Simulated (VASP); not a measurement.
A run of VASP 6.6.1 is set up as follows.

Contents of INCAR:

```
SYSTEM = NbAs
PREC = Accurate ; ENCUT = 600
EDIFF = 1E-6 ; ISMEAR = 0
SIGMA = 0.1 ; LREAL = .FALSE.
LASPH = .TRUE. ; NELM = 60
ALGO = Normal ; ISIF = 3
LWAVE = .FALSE. ; LCHARG = .FALSE.
GGA = PE ; IBRION = 2
NSW = 100 ; EDIFFG = -0.01
```

The input KPOINTS:

```
Automatic mesh
0
G
  18 18 16
  0 0 0
```

The input POSCAR:

```
NbAs
1.0
    3.4298111870      0.0000000000      0.0000000000
   -1.7149055935      2.9703036181      0.0000000000
    0.0000000000      0.0000000000      3.4830651652
Nb As
1 1
Direct
    0.6666666667      0.3333333333      0.5000000000
    0.3333333333      0.6666666667      0.0000000000
```

Potentials or basis: VASP PAW PBE potentials, release 64 (Nb_sv, As).

Run with:

```sh
$ cat potpaw_PBE.64/Nb_sv/POTCAR potpaw_PBE.64/As/POTCAR > POTCAR
$ mpirun -np 1 vasp_std > vasp.out
```

Task: Estimate the band gap on the k mesh.

Result: Zero (bands 9 and 10 overlap by 0.51 eV).

Task: Predict the space group after relaxing (to 0.1 Å).

Result: P-6m2 (No. 187).

Task: Predict the relaxed volume.

Result: 17.71 Å³/atom.

Step by step:
| step | energy change (eV) | largest force (eV/Å) | pressure (GPa) | volume (Å³) |
| --- | --- | --- | --- | --- |
| 1 | 0.0000 | 0.0000 | -0.13 | 35.48 |
| 2 | -0.0001 | 0.0000 | 0.12 | 35.41 |
| 3 | -0.0001 | 0.0000 | 0.13 | 35.41 |
| 4 | -0.0001 | 0.0000 | -0.12 | 35.45 |
| 5 | -0.0001 | 0.0000 | 0.00 | 35.43 |
